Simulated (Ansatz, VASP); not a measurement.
## La in VASP and in Ansatz

INCAR

```
SYSTEM = La
PREC     = Accurate       ! precision mode
ENCUT    = 520            ! plane-wave cutoff, eV
EDIFF    = 1E-6           ! SCF threshold, eV
ISMEAR   = -1             ! smearing method
SIGMA    = 0.15           ! smearing width, eV
LREAL    = .FALSE.        ! projectors in reciprocal space
LASPH    = .TRUE.         ! aspherical terms in the spheres
NELM     = 150            ! most SCF steps
ALGO     = Normal         ! electronic algorithm
ISIF     = 2              ! what is computed and relaxed
LWAVE    = .FALSE.        ! write WAVECAR
LCHARG   = .FALSE.        ! write CHGCAR
LNONCOLLINEAR= .TRUE.         ! non-collinear magnetism
MAGMOM   = 0 0 0          ! initial moments
LORBIT   = 11             ! projections on sites
LSORBIT  = .TRUE.         ! spin-orbit coupling
GGA_COMPAT= .FALSE.      
LORBMOM  = .TRUE.       
LMAXMIX  = 6              ! l up to which the mixer works
GGA      = PE             ! functional
NBANDS   = 22             ! bands
```

KPOINTS

```
regular mesh
0
G
  4 4 4
  0 0 0
```

File POSCAR:

```
La
1.0
    0.0000000000      2.6448000000      2.6448000000
    2.6448000000      0.0000000000      2.6448000000
    2.6448000000      2.6448000000      0.0000000000
La
1
Direct
    0.0000000000      0.0000000000      0.0000000000
```

Input for Ansatz:

```yaml
crystal:
  lattice:
    - [0, 2.6448, 2.6448]
    - [2.6448, 0, 2.6448]
    - [2.6448, 2.6448, 0]
  atoms:
    - { symbol: La, position: [0, 0, 0] }
kpoints:
  mp_grid: { grid: [4, 4, 4] }
hamiltonian:
  xc: pbe
  pseudopotentials:
    kind: paw_fr
    azcp:
      La: "pseudopotentials/pbe/paw/ansatz_paw_generated_soft_1/La.paw.azcp"
scf:
  occupations: { method: fermi_dirac, width: 0.15 }
  convergence: { dr2_threshold: "1e-9 eV" }
  max_iter: 300
output:
  forces: true
  stress: true
  eigenvalues: true
magnetization:
  noncollinear: true
  spin_orbit: true
basis:
  ecutwfc: 600
```

Alike in both runs: task single point; functional PBE; k mesh 4 × 4 × 4; occupations fermi-dirac, width 0.15 eV; non-collinear spin, spin-orbit coupling.

```csv
,VASP,Ansatz
version,VASP 6.6.1,Ansatz 0.2.0 development build
potentials or method,"VASP PAW PBE potentials, release 64 (La), cutoff 520 eV","plane waves, PAW datasets (generated soft set 1)"
valence electrons in the cell,11,11
```

```tsv
	VASP	Ansatz	Ansatz less VASP
net moment per atom (μB)	0.00	0.00	0.000
```

Ansatz's warnings: stress scf threshold loose.

The k mesh is coarse, so the values compare programs but aren't converged.
